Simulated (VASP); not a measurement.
Set up this calculation in VASP 6.6.1, as the native input.

| Item | Value |
| --- | --- |
| Task | relaxation of cell and atoms |
| Functional | PBE |
| Potentials or basis | VASP PAW PBE potentials, release 64 (Hg, S) |
| Cutoff | 600 eV |
| k mesh | 4 × 4 × 4 |
| Occupations | gaussian, width 0.1 eV |
| Spin | no spin polarisation |
| Dipole correction | no |
| Further INCAR settings | ALGO = Normal; EDIFF = 1e-06; IBRION = 2; EDIFFG = -0.04; NSW = 90; ISIF = 3 |

The structure of Hg2S lies in POSCAR:

```
Hg2S
1.0
    0.0000000000      4.5641089800      4.5641089800
    4.5641089800      0.0000000000      4.5641089800
    4.5641089800      4.5641089800      0.0000000000
Hg S
4 2
Direct
    0.1295048700      0.1295048700      0.1295048700
    0.1295048700      0.1295048700      0.6114853900
    0.1295048700      0.6114853900      0.1295048700
    0.6114853900      0.1295048700      0.1295048700
    0.5000000000      0.5000000000      0.5000000000
    0.0000000000      0.0000000000      0.0000000000
```

The cell was generated, and may not be a known phase.

One way to write it, as run:

INCAR

```
SYSTEM = Hg2S
ALGO = Normal
EDIFF = 1E-6
EDIFFG = -0.04
ENCUT = 600
GGA = PE
IBRION = 2
ISIF = 3
ISMEAR = 0
LASPH = .TRUE.
LCHARG = .FALSE.
LREAL = .FALSE.
LWAVE = .FALSE.
NELM = 60
NSW = 90
PREC = Accurate
SIGMA = 0.1
```

KPOINTS

```
k-points
0
G
  4 4 4
  0 0 0
```

Potentials or basis: VASP PAW PBE potentials, release 64 (Hg, S).

The run is started by

```bash
$ cat potpaw_PBE.64/Hg/POTCAR potpaw_PBE.64/S/POTCAR > POTCAR
$ mpirun -np 1 vasp_std > vasp.out
```

It gave:

```yaml
Relaxed_volume: 40.55 Å³/atom
Relaxed_cell: a = 7.008 Å, b = 7.008 Å, c = 7.008 Å, α = 60.00°, β = 60.00°, γ = 60.00°
Space_group_after_relaxing_to_0.1_Å: F-43m (No. 216)
Energy_gained_by_relaxing: 982.7 meV/atom
Ionic_steps: 6
Pressure_after_relaxing: 0.1 GPa
Largest_force_after_relaxing: 0.014 eV/Å
Band_gap_on_the_k_mesh: zero (bands 30 and 31 overlap by 0.38 eV)
```

Caveat: the volume moved by over 15 % at a fixed basis, so the end points are rough; semilocal functionals underestimate gaps, and a narrow one can read as zero; spin-orbit coupling is left out, which moves the levels of the heavy elements.

It took 5.3 min on 1 thread of AMD EPYC 9R45 96-Core Processor (Zen 5), with other jobs on the host, peak memory 0.41 GiB.
